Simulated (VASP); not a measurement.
Al2GaP3: single point with r2SCAN

The system is Al2GaP3.

```
CELL_PARAMETERS angstrom
-1.95378 1.95378 8.28216
1.95378 -1.95378 8.28216
1.95378 1.95378 -8.28216
ATOMIC_POSITIONS crystal
Al 0.83356 0.83356 0.00000
Al 0.16644 0.16644 0.00000
P 0.25000 0.75000 0.50000
P 0.58324 0.08324 0.50000
P 0.91676 0.41676 0.50000
Ga 0.50000 0.50000 0.00000
```

```
Program                : VASP 6.6.1
Task                   : single point
Functional             : r2SCAN
Potentials or basis    : VASP PAW PBE potentials, release 64 (Al, P, Ga_d)
Cutoff                 : 520 eV
k mesh                 : 8 × 8 × 8
Occupations            : gaussian, width 0.01 eV
Spin                   : no spin polarisation
Dipole correction      : no
Further INCAR settings : ALGO = Normal; EDIFF = 1e-07; NBANDS = 26
```

| Quantity | Value |
| --- | --- |
| Pressure | -2.7 GPa |
| Largest force | 0.039 eV/Å |
| Band gap on the k mesh | 1.96 eV (least direct gap 2.18 eV) |

Forces in eV/Å, atoms in the order of the input:
```
Al   0.000  0.000  0.001
Al   0.000  0.000 -0.001
P    0.000  0.000  0.000
P    0.000  0.000  0.039
P    0.000  0.000 -0.039
Ga   0.000  0.000  0.000
```

Levels at points of the mesh, in eV from the valence-band top:
```tsv
k point	band 14	band 15	band 16	band 17	band 18	band 19	band 20	band 21
(0.00, 0.00, 0.00)	-1.83	-0.01	0.00	0.00	2.18	2.60	3.01	3.50
(0.50, 0.00, 0.00)	-0.98	-0.95	-0.88	-0.86	2.62	3.82	3.96	5.12
(0.50, 0.50, 0.00)	-2.83	-2.81	-2.29	-2.29	1.96	2.53	3.60	3.87
(0.50, 0.50, 0.50)	-0.94	-0.94	-0.70	-0.70	1.98	2.51	3.59	3.73
```

Wall time 39 min on 1 thread of Intel(R) Xeon(R) 6975P-C (Granite Rapids), with other jobs on the host, peak memory 0.91 GiB.

Caveat: the PAW data sets were made with another functional, which shifts forces and pressure a little. A k mesh can miss the band edges.
